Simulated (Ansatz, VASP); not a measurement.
## RbRu2: VASP beside Ansatz

```
CELL_PARAMETERS angstrom
3.80004 0.00000 0.00000
-1.90002 3.29093 0.00000
0.00000 0.00000 6.55257
ATOMIC_POSITIONS crystal
Rb 0.00000 0.00000 0.00000
Ru 0.33333 0.66667 0.43500
Ru 0.66667 0.33333 0.56500
```

Alike in both runs: functional PBE; k mesh 6 × 6 × 4; occupations gaussian, width 0.1 eV; no spin polarisation.

Ansatz relaxed the structure, and its values are those at the end. VASP's run is a single point on that final structure, the one shown.

|  | VASP | Ansatz |
| --- | --- | --- |
| version | VASP 6.6.1 | Ansatz 0.2.0 |
| potentials or method | VASP PAW PBE potentials, release 64 (Rb_sv, Ru_pv), cutoff 520 eV | scalar-relativistic, plane waves, PAW |
| valence electrons in the cell | 37 | 41 |

Ansatz gave:

* gap on the k mesh at the Fermi level (eV): none
* pressure (GPa): 0.0
* rms of the force components (eV/Å): 0.009

What did VASP give for the same quantities?

gap on the k mesh at the Fermi level (eV): none; pressure (GPa): 0.2; rms of the force components (eV/Å): 0.029.

A gap of «none» marks a metal or a gap that the smearing closes. With one functional, cell and mesh, what is left measures potentials, basis and numerics. VASP's potentials hold 37 valence electrons a cell and Ansatz's 41, so a difference there can come from the potentials and not from the codes.
